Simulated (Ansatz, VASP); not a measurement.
Ge in VASP and in Ansatz

```
Ge
1.0
     1.95757    1.13020    9.61975
    -1.95757    1.13020    9.61975
     0.00000   -2.26041    9.61975
Ge
6
Cartesian
  0.0000 0.0000 6.8126
  0.0000 0.0000 13.2280
  0.0000 0.0000 19.6447
  0.0000 0.0000 9.2146
  0.0000 0.0000 22.0466
  0.0000 0.0000 15.6313
```

Alike in both runs: task single point; functional PBE; k mesh 6 × 6 × 6; occupations gaussian, width 0.1 eV; no spin polarisation.

|  | VASP | Ansatz |
| --- | --- | --- |
| version | VASP 6.6.1 | Ansatz 0.2.0 |
| potentials or method | VASP PAW PBE potentials, release 64 (Ge_d), cutoff 520 eV | scalar-relativistic, plane waves, PAW |
| valence electrons in the cell | 84 | 84 |

Ansatz gave:

| Property | Result |
| --- | --- |
| gap on the k mesh at the Fermi level (eV) | 0.05 |
| least direct gap on the mesh (eV) | 0.28 |
| pressure (GPa) | 8.9 |
| traceless stress, the component that is largest in VASP (GPa) | 0.33 |
| rms of the force components (eV/Å) | 0.051 |

Task: Which values does VASP return?

Result: gap on the k mesh at the Fermi level (eV): 0.06; least direct gap on the mesh (eV): 0.28; pressure (GPa): 8.9; traceless stress, the component that is largest in VASP (GPa): 0.34; rms of the force components (eV/Å): 0.051.

Atom by atom the forces differ by 0.000 eV/Å (rms over components). The functional is the same, so the differences come from potentials, cutoffs and numerics.
